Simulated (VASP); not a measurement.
# BN (P6_3mc) in VASP: notebook, part 2 of 2

VASP 6.6.1. Earlier steps stand in the parts before.

### 5 Single point, PBE

INCAR

```
PREC = Accurate ; ENCUT = 600
EDIFF = 1E-6 ; ISMEAR = 0
SIGMA = 0.1 ; LREAL = F
LASPH = T ; NELM = 120
ALGO = Normal ; ISIF = 2
LWAVE = F ; LCHARG = T
GGA = PE ; LELF = T
LVHAR = T ; NBANDS = 16
GGA_COMPAT = F
```

KPOINTS

```
Automatic mesh
0
Gamma
  5 5 3
```

POSCAR

```
BN
1.0
    2.5539396017      0.0000000000      0.0000000000
   -1.2769698009      2.2117765748      0.0000000000
    0.0000000000      0.0000000000      4.2268550000
B N
2 2
Direct
    0.6666666667      0.3333333333      0.9997240000
    0.3333333333      0.6666666667      0.4997240000
    0.6666666667      0.3333333333      0.6252760000
    0.3333333333      0.6666666667      0.1252760000
```

Potentials or basis: VASP PAW PBE potentials, release 64 (B, N).

Started as:

```sh
> cat potpaw_PBE.64/B/POTCAR potpaw_PBE.64/N/POTCAR > POTCAR
> mpirun -np 1 vasp_std > vasp.out
```

OUTCAR:

```text
PREC = Accurate
   ENCUT = 600
   EDIFF = 1E-6
   ISMEAR = 0
   LREAL = F
   LASPH = T
   NELM = 120
   ISIF = 2
   GGA = PE

 ion  position               nearest neighbor table
   1  0.667  0.333  1.000-   4 1.57   4 1.57   4 1.57   3 1.58
   2  0.333  0.667  0.500-   3 1.57   3 1.57   3 1.57   4 1.58
   3  0.667  0.333  0.625-   2 1.57   2 1.57   2 1.57   1 1.58
   4  0.333  0.667  0.125-   1 1.57   1 1.57   1 1.57   2 1.58

  LATTYP: Found a hexagonal cell.
 ALAT       =     2.5539396017
 C/A-ratio  =     1.6550332659

  Lattice vectors:

 A1 = (   2.5539396017,   0.0000000000,   0.0000000000)
 A2 = (  -1.2769698009,   2.2117765748,   0.0000000000)
 A3 = (   0.0000000000,   0.0000000000,   4.2268550000)

Analysis of symmetry for initial positions (statically):
=====================================================================
 Subroutine PRICEL returns:
 Original cell was already a primitive cell.

 Routine SETGRP: Setting up the symmetry group for a
 hexagonal supercell.

 Subroutine GETGRP returns: Found 12 space group operations
 (whereof  6 operations were pure point group operations)
 out of a pool of 24 trial point group operations.

The static configuration has the point symmetry C_3v.
 The point group associated with its full space group is C_6v.

Analysis of symmetry for dynamics (positions and initial velocities):
=====================================================================
 Subroutine PRICEL returns:
 Original cell was already a primitive cell.

 Routine SETGRP: Setting up the symmetry group for a
 hexagonal supercell.

 Subroutine GETGRP returns: Found 12 space group operations
 (whereof  6 operations were pure point group operations)
 out of a pool of 24 trial point group operations.

The dynamic configuration has the point symmetry C_3v.
 The point group associated with its full space group is C_6v.

 Subroutine INISYM returns: Found 12 space group operations
 (whereof  6 operations are pure point group operations),
 and found     1 'primitive' translations

----------------------------------------------------------------------------------------

                                     Primitive cell

  volume of cell :      23.8764

  direct lattice vectors                    reciprocal lattice vectors
     2.553939602  0.000000000  0.000000000     0.391551938  0.226062617  0.000000000
    -1.276969801  2.211776575  0.000000000     0.000000000  0.452125233  0.000000000
     0.000000000  0.000000000  4.226855000     0.000000000  0.000000000  0.236582518

  length of vectors
     2.553939602  2.553939602  4.226855000     0.452125233  0.452125233  0.236582518

  position of ions in fractional coordinates (direct lattice)
     0.666666667  0.333333333  0.999724000
     0.333333333  0.666666667  0.499724000
     0.666666667  0.333333333  0.625276000
     0.333333333  0.666666667  0.125276000

  ion indices of the primitive-cell ions
   primitive index   ion index
                 1           1
                 2           2
                 3           3
[... 24 lines left out ...]
 ===========================================

 Found     10 irreducible k-points:

 Following reciprocal coordinates:
            Coordinates               Weight
  0.000000  0.000000  0.000000      1.000000
  0.200000  0.000000  0.000000      6.000000
  0.400000  0.000000  0.000000      6.000000
  0.200000  0.200000  0.000000      6.000000
  0.400000  0.200000  0.000000      6.000000
  0.000000  0.000000  0.333333      2.000000
  0.200000  0.000000  0.333333     12.000000
  0.400000  0.000000  0.333333     12.000000
  0.200000  0.200000  0.333333     12.000000
  0.400000  0.200000  0.333333     12.000000
   k-points           NKPTS =     10   k-points in BZ     NKDIM =     10   number of bands    NBANDS=     16
   number of dos      NEDOS =    301   number of ions     NIONS =      4
   total plane-waves  NPLWV =  14400
   dimension x,y,z NGX =    20 NGY =   20 NGZ =   36
   dimension x,y,z NGXF=    40 NGYF=   40 NGZF=   72
   ions per type =               2   2
   NGX,Y,Z   is equivalent  to a cutoff of  13.02, 13.02, 14.16 a.u.
   NGXF,Y,Z  is equivalent  to a cutoff of  26.04, 26.04, 28.32 a.u.
 SYSTEM =  unknown system
   PREC   = accura    normal or accurate (medium, high low for compatibility)
   ISTART =      0    job   : 0-new  1-cont  2-samecut
   ICHARG =      2    charge: 1-file 2-atom 10-const
   ISPIN  =      1    spin polarized calculation?
   LNONCOLLINEAR =      F non collinear calculations
   LSORBIT =      F    spin-orbit coupling
   LASPH  =      T    aspherical Exc in radial PAW
   ENCUT  =  600.0 eV  44.10 Ry    6.64 a.u.   5.10  5.10  8.44*2*pi/ulx,y,z
   NELM   =    120;   NELMIN=  2; NELMDL= -5     # of ELM steps
   EDIFF  = 0.1E-05   stopping-criterion for ELM
   LREAL  =      F    real-space projection
   EDIFFG = 0.1E-04   stopping-criterion for IOM
   NSW    =      0    number of steps for IOM
   IBRION =     -1    ionic relax: 0-MD 1-quasi-New 2-CG
   NFREE  =      0    steps in history (QN), initial steepest desc. (CG)
   ISIF   =      2    stress and relaxation
   ISYM   =      2    0-nonsym 1-usesym 2-fastsym
   POTIM  = 0.5000    time-step for ionic-motion
   TEBEG  =    0.0;   TEEND  =   0.0 temperature during run
   PSTRESS=    0.0 pullay stress
   NELECT =      16.0000    total number of electrons
   NUPDOWN=      -1.0000    fix difference up-down
   EMIN   =  10.00;   EMAX   =-10.00  energy-range for DOS
   EFERMI =   0.00;   METHOD = LEGACY
   ISMEAR =     0;   SIGMA  =   0.10  broadening in eV -4-tet -1-fermi 0-gaus
   EFERMI_NEDOS =   21; number of points for ismear=-14 and -15
   IALGO  =     38    algorithm
   IMIX   =      4    mixing-type and parameters
     AMIX     =   0.40;   BMIX     =  1.00
     AMIX_MAG =   1.60;   BMIX_MAG =  1.00
  volume/ion in A,a.u.               =       5.97        40.28
  Fermi-wavevector in a.u.,A,eV,Ry     =   1.432600  2.707222 27.923836  2.052344
  Thomas-Fermi vector in A             =   2.552210
   LORBIT       =      0    0 simple, 1 ext, 2 COOP (PROOUT), +10 PAW based schemes
   GGA     = PE    functional components
   LHFCALC =     F    Hartree Fock is set to
   AEXX    =    0.0000 exact exchange contribution
   IVDW    =     0    specifies the selected vdW correction
   LEPSILON=     F    determine dielectric tensor
   LRPA    =     F    only Hartree local field effects (RPA)
 non-spin polarized calculation
 Gauss-broadening in eV      SIGMA  =   0.10
  energy-cutoff  :      600.00
  volume of cell :       23.88
 maximum number of plane-waves:       803
   NGX = 11   NGY = 11   NGZ = 17

 number of electron      16.0000003 magnetization

 Free energy of the ion-electron system (eV)
  ---------------------------------------------------
  ext. energy  EPLUGINS =         0.00000000
  ---------------------------------------------------
  free energy    TOTEN  =       -34.81991359 eV

  energy without entropy =      -34.81991359  energy(sigma->0) =      -34.81991359

 E-fermi :   7.9169     XC(G=0): -12.7595

 val. band max:        7.4379824288   @ k =   0.0000   0.0000   0.0000
 cond. band min:      13.4089350801   @ k =   0.4000   0.2000   0.0000
 fundamental gap:      5.9709526514
 Fermi energy:         7.9169483910

 k-point     1 :       0.0000    0.0000    0.0000
  band No.  band energies     occupation
      1     -12.8537      2.00000
      2      -8.7532      2.00000
      3      -3.3917      2.00000
      4       5.3379      2.00000
      5       5.3379      2.00000
      6       7.1626      2.00000
[... 167 lines left out ...]
      3      -2.0878      2.00000
      4      -1.3140      2.00000
      5       0.5612      2.00000
      6       2.0606      2.00000
[... 8 lines left out ...]
     15      23.2664      0.00000
     16      24.3649      0.00000

------------------------ aborting loop because EDIFF is reached ----------------------------------------

  FORCE on cell =-STRESS in cart. coord.  units (eV):
  Direction    XX          YY          ZZ          XY          YZ          ZX
  --------------------------------------------------------------------------------------
  -------------------------------------------------------------------------------------
  Total        0.0532634      0.0532634     -0.1036942     -0.0000000      0.0000000      0.0000000
  in kB        3.5741291      3.5741291     -6.9581838     -0.0000000      0.0000000      0.0000000
  external PRESSURE =       0.0633582 kB  Pullay stress =       0.0000000 kB

 VOLUME and BASIS-vectors are now :
 -----------------------------------------------------------------------------
  energy-cutoff  :      600.00
  volume of cell :       23.88
      direct lattice vectors                 reciprocal lattice vectors
     2.553939602  0.000000000  0.000000000     0.391551938  0.226062617  0.000000000
    -1.276969801  2.211776575  0.000000000     0.000000000  0.452125233  0.000000000
     0.000000000  0.000000000  4.226855000     0.000000000  0.000000000  0.236582518

 POSITION                                       TOTAL-FORCE (eV/Angst)
 -----------------------------------------------------------------------------------
      1.27697      0.73726      4.22569        -0.000000      0.000000      0.027389
     -0.00000      1.47452      2.11226         0.000000      0.000000      0.027389
      1.27697      0.73726      2.64295        -0.000000      0.000000     -0.027389
     -0.00000      1.47452      0.52952         0.000000      0.000000     -0.027389
 -----------------------------------------------------------------------------------
    total drift:                                0.000000      0.000000      0.000224

  FREE ENERGIE OF THE ION-ELECTRON SYSTEM (eV)
  ---------------------------------------------------
  free  energy   TOTEN  =       -34.8199135863 eV

  energy  without entropy=      -34.8199135863  energy(sigma->0) =      -34.81991359
```

OSZICAR:

```text
N       E                     dE             d eps       ncg     rms          rms(c)
DAV:   1     0.461434409073E+02    0.46143E+02   -0.89962E+03   320   0.108E+03
DAV:   2    -0.339983947246E+02   -0.80142E+02   -0.73616E+02   456   0.260E+02
DAV:   3    -0.367349644143E+02   -0.27366E+01   -0.27275E+01   384   0.450E+01
DAV:   4    -0.367418256135E+02   -0.68612E-02   -0.68606E-02   376   0.249E+00
DAV:   5    -0.367418434911E+02   -0.17878E-04   -0.17878E-04   376   0.120E-01    0.939E+00
DAV:   6    -0.349771940481E+02    0.17646E+01   -0.22373E+00   416   0.144E+01    0.443E+00
DAV:   7    -0.348477245633E+02    0.12947E+00   -0.33040E-01   416   0.468E+00    0.271E+00
DAV:   8    -0.348209593591E+02    0.26765E-01   -0.53011E-02   360   0.188E+00    0.263E-01
DAV:   9    -0.348196176500E+02    0.13417E-02   -0.20529E-03   376   0.592E-01    0.134E-01
DAV:  10    -0.348199064060E+02   -0.28876E-03   -0.52996E-04   368   0.184E-01    0.262E-02
DAV:  11    -0.348199124040E+02   -0.59980E-05   -0.33645E-05   416   0.585E-02    0.147E-02
DAV:  12    -0.348199134888E+02   -0.10848E-05   -0.58862E-06   376   0.248E-02    0.222E-03
DAV:  13    -0.348199135863E+02   -0.97489E-07   -0.17468E-07   160   0.425E-03
   1 F= -.34819914E+02 E0= -.34819914E+02  d E =-.163796E-12
```

Wall time 10 s (1 thread of Intel Xeon 8259CL, shared host); peak memory 0.13 GiB.

What came out:

```
Free energy            : -34.8199 eV
Pressure               : 0.0 GPa
Largest force          : 0.027 eV/Å
Band gap on the k mesh : 5.97 eV, indirect (least direct gap 8.30 eV)
```

Forces in eV/Å, atoms in the order of the input:
```
B    0.000  0.000  0.027
B    0.000  0.000  0.027
N    0.000  0.000 -0.027
N    0.000  0.000 -0.027
```

Caveat: the k points lie up to 0.57 Å⁻¹ apart. A k mesh can miss the band edges.

### 6 Single point, PBE

INCAR

```
SYSTEM = BN
PREC = Accurate
ENCUT = 600
EDIFF = 1E-6
ISMEAR = 0
SIGMA = 0.1
LREAL = .FALSE.
LASPH = .TRUE.
NELM = 120
ALGO = Normal
ISIF = 2
LWAVE = .FALSE.
LCHARG = .FALSE.
GGA = PE
NBANDS = 16
GGA_COMPAT = .FALSE.
```

KPOINTS

```
Automatic mesh
0
G
  6 6 4
  0 0 0
```

POSCAR

```
BN
1.0
    2.5539396017      0.0000000000      0.0000000000
   -1.2769698009      2.2117765748      0.0000000000
    0.0000000000      0.0000000000      4.2268550000
B N
2 2
Direct
    1.1926666667      1.1353333333      1.8267240000
    0.8593333333      1.4686666667      1.3267240000
    1.1926666667      1.1353333333      1.4522760000
    0.8593333333      1.4686666667      0.9522760000
```

Potentials or basis: VASP PAW PBE potentials, release 64 (B, N).

Started as:

```sh
> cat potpaw_PBE.64/B/POTCAR potpaw_PBE.64/N/POTCAR > POTCAR
> mpirun -np 1 vasp_std > vasp.out
```

Wall time 16 s (1 thread of Intel Xeon 8259CL, shared host); peak memory 0.14 GiB.

It converged, with:

* Free energy: -34.8356 eV
* Pressure: -0.1 GPa
* Largest force: 0.019 eV/Å
* Band gap on the k mesh: 5.20 eV, indirect (least direct gap 8.25 eV)

Forces on the atoms (eV/Å):
```
B    0.000  0.000  0.019
B    0.000  0.000  0.019
N    0.000  0.000 -0.019
N    0.000  0.000 -0.019
```

Stress tensor (GPa, compression positive):
```
 0.23  0.00  0.00
 0.00  0.23  0.00
 0.00  0.00 -0.64
```

Levels at points of the mesh, in eV from the valence-band top:
| k point | band 6 | band 7 | band 8 | band 9 | band 10 | band 11 |
| --- | --- | --- | --- | --- | --- | --- |
| (0.00, 0.00, 0.00) | -0.28 | 0.00 | 0.00 | 8.33 | 8.33 | 8.53 |
| (0.50, 0.00, 0.00) | -4.93 | -4.37 | -2.09 | 6.68 | 7.93 | 10.55 |
| (0.00, 0.00, 0.50) | -1.16 | -1.16 | -1.16 | 9.41 | 9.41 | 9.87 |
| (0.50, 0.00, 0.50) | -3.73 | -3.55 | -3.55 | 6.55 | 6.55 | 9.97 |

Caveat: the k points lie up to 0.47 Å⁻¹ apart. A k mesh can miss the band edges.

### 7 Overview

| level | k mesh | smearing | gap on the mesh (eV) | pressure (GPa) | largest force (eV/Å) |
| --- | --- | --- | --- | --- | --- |
| PBE | 3 × 3 × 2 | fermi-dirac 0.1 eV | 5.15 | 1.7 | 0.24 |
| BLYP | 1 × 3 × 3 | gaussian 0.1 eV | 6.66 | 44.8 | 1.23 |
| PBE | 3 × 3 × 2 | gaussian 0.1 eV | 5.15 | 1.7 | 0.24 |
| PBE | 5 × 5 × 3 | gaussian 0.1 eV | 5.97 | 0.0 | 0.03 |
| PBE | 6 × 6 × 4 | gaussian 0.1 eV | 5.20 | -0.1 | 0.02 |

Alike in all rows: task single point; potentials or basis VASP PAW PBE potentials, release 64 (B, N); no spin polarisation; cell as given; cutoff (eV) 600.

Caveats: all runs use coarse meshes; the PAW data sets were made with another functional, which shifts forces and pressure a little (some runs).

Absolute energies hang on the potentials; compare differences alone.
